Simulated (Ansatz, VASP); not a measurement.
**Two plane-wave programs on Si16B**

```
CELL_PARAMETERS angstrom
0.00000 5.43000 5.43000
5.43000 0.00000 5.43000
5.43000 5.43000 0.00000
ATOMIC_POSITIONS crystal
Si 0.99823 0.99813 0.00522
Si 0.12580 0.12537 0.12276
Si 0.00039 0.00075 0.49410
Si 0.12299 0.12313 0.63137
Si 0.99930 0.49855 0.00243
Si 0.12572 0.62578 0.12178
Si 0.00113 0.50579 0.49267
Si 0.12026 0.62496 0.63126
Si 0.49902 0.99913 0.00204
Si 0.62589 0.12527 0.12213
Si 0.50556 0.00117 0.49317
Si 0.62491 0.12043 0.63076
Si 0.49862 0.49823 0.00339
Si 0.62719 0.62701 0.11817
Si 0.50255 0.50259 0.49228
Si 0.62347 0.62390 0.63246
B 0.80758 0.80471 0.57398
```

Alike in both runs: functional PBE; k mesh 2 × 2 × 2; occupations fermi-dirac, width 0.02 eV; collinear spin.

Ansatz relaxed the structure, and its values are those at the end. VASP's run is a single point on that final structure, the one shown.

|  | VASP | Ansatz |
| --- | --- | --- |
| version | VASP 6.6.1 | Ansatz 0.2.0 |
| potentials or method | VASP PAW PBE potentials, release 64 (Si, B), cutoff 520 eV | scalar-relativistic, plane waves, PAW |
| valence electrons in the cell | 67 | 67 |

```csv
,VASP,Ansatz,Ansatz less VASP
rms of the force components (eV/Å),0.016,0.015,-0.0009
net moment per atom (μB),0.04,0.04,0.000
size of the moment on the site where the two differ most (μB),0.09,0.09,+0.007
```

Site moments also hang on the region over which each program counts them.

The k mesh is coarse, so the values compare programs but aren't converged.
